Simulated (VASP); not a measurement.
PbO: single point with PBE

PbO:

```
CELL_PARAMETERS angstrom
4.05794 0.00000 0.00000
0.00000 4.05794 0.00000
0.00000 0.00000 5.56202
ATOMIC_POSITIONS crystal
Pb 0.00000 0.50000 0.21378
Pb 0.50000 0.00000 0.78622
O 0.50000 0.50000 0.00000
O 0.00000 0.00000 0.00000
```

```yaml
Program: VASP 6.6.1
Task: single point
Functional: PBE
Potentials_or_basis: VASP PAW PBE potentials, release 64 (Pb_d, O)
Cutoff: 520 eV
k_mesh: 8 × 8 × 6
Occupations: gaussian, width 0.02 eV
Spin: no spin polarisation
```

```
Pressure               : 0.1 GPa
Largest force          : 0.038 eV/Å
Band gap on the k mesh : 1.79 eV (least direct gap 1.92 eV)
```

Forces on the atoms (eV/Å):
```
Pb   0.000  0.000  0.038
Pb   0.000  0.000 -0.038
O    0.000  0.000  0.000
O    0.000  0.000  0.000
```

Levels at points of the mesh, in eV from the valence-band top:
| k point | band 17 | band 18 | band 19 | band 20 | band 21 | band 22 | band 23 | band 24 |
| --- | --- | --- | --- | --- | --- | --- | --- | --- |
| (0.00, 0.00, 0.00) | -1.46 | -1.45 | -1.45 | 0.00 | 1.92 | 4.52 | 5.96 | 5.96 |
| (0.50, 0.00, 0.00) | -2.71 | -2.71 | -1.30 | -1.30 | 3.16 | 3.16 | 5.74 | 5.74 |
| (0.50, 0.50, 0.00) | -1.57 | -1.57 | -0.84 | -0.84 | 1.79 | 1.79 | 5.25 | 5.25 |
| (0.00, 0.00, 0.50) | -1.48 | -1.46 | -1.46 | -0.74 | 1.81 | 4.28 | 4.51 | 4.51 |
| (0.50, 0.00, 0.50) | -2.70 | -2.70 | -0.88 | -0.88 | 2.89 | 2.89 | 6.45 | 6.45 |
| (0.50, 0.50, 0.50) | -1.85 | -1.85 | -0.84 | -0.84 | 3.73 | 3.73 | 4.02 | 4.02 |

Run time: 70 s on 1 thread of Intel(R) Xeon(R) 6975P-C (Granite Rapids) (shared host), peak memory 0.26 GiB.

Caveat: spin-orbit coupling is left out, which moves the levels of the heavy elements. A k mesh can miss the band edges.
